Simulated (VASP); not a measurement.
Set up this calculation in VASP 6.6.1, as the native input.

| Item | Value |
| --- | --- |
| Task | dielectric tensor |
| Functional | PBE |
| Potentials or basis | VASP PAW PBE potentials, release 64 (Be, S) |
| Cutoff | 520 eV |
| k mesh | 6 × 6 × 6 |
| Occupations | gaussian, width 0.01 eV |
| Spin | no spin polarisation |
| Dipole correction | no |
| Further INCAR settings | ALGO = Normal; EDIFF = 1e-08 |

The structure of BeS lies in POSCAR:

```
BeS
1.0
    0.0000000000      2.4250000000      2.4250000000
    2.4250000000      0.0000000000      2.4250000000
    2.4250000000      2.4250000000      0.0000000000
Be S
1 1
Direct
    0.0000000000      0.0000000000      0.0000000000
    0.2500000000      0.2500000000      0.2500000000
```

The input as run:

INCAR

```
SYSTEM = BeS
PREC     = Accurate       ! precision mode
ENCUT    = 520            ! plane-wave cutoff, eV
EDIFF    = 1E-8           ! SCF threshold, eV
ISMEAR   = 0              ! smearing method
SIGMA    = 0.01           ! smearing width, eV
LREAL    = .False.        ! projectors in reciprocal space
LASPH    = .True.         ! aspherical terms in the spheres
NELM     = 100            ! most SCF steps
ALGO     = Normal         ! electronic algorithm
ISIF     = 2              ! what is computed and relaxed
LWAVE    = .False.        ! write WAVECAR
LCHARG   = .False.        ! write CHGCAR
GGA      = PE             ! functional
LEPSILON = .True.         ! dielectric tensor by DFPT
```

KPOINTS

```
Automatic mesh
0
Gamma
  6 6 6
  0 0 0
```

Potentials or basis: VASP PAW PBE potentials, release 64 (Be, S).

The run is started by

```sh
$ cat potpaw_PBE.64/Be/POTCAR potpaw_PBE.64/S/POTCAR > POTCAR
$ mpirun -np 1 vasp_std > vasp.out
```

Results of the run:

| Item | Value |
| --- | --- |
| Band gap on the k mesh | 3.11 eV, indirect (least direct gap 5.67 eV) |
| Electronic dielectric tensor (diagonal) | 5.44 |
| Born charges (mean of the diagonal) | Be +1.64; S -1.64 e |

Run time: 2.5 min on 1 thread of Intel Xeon 6975P-C, with other jobs on the host, peak memory 0.17 GiB.
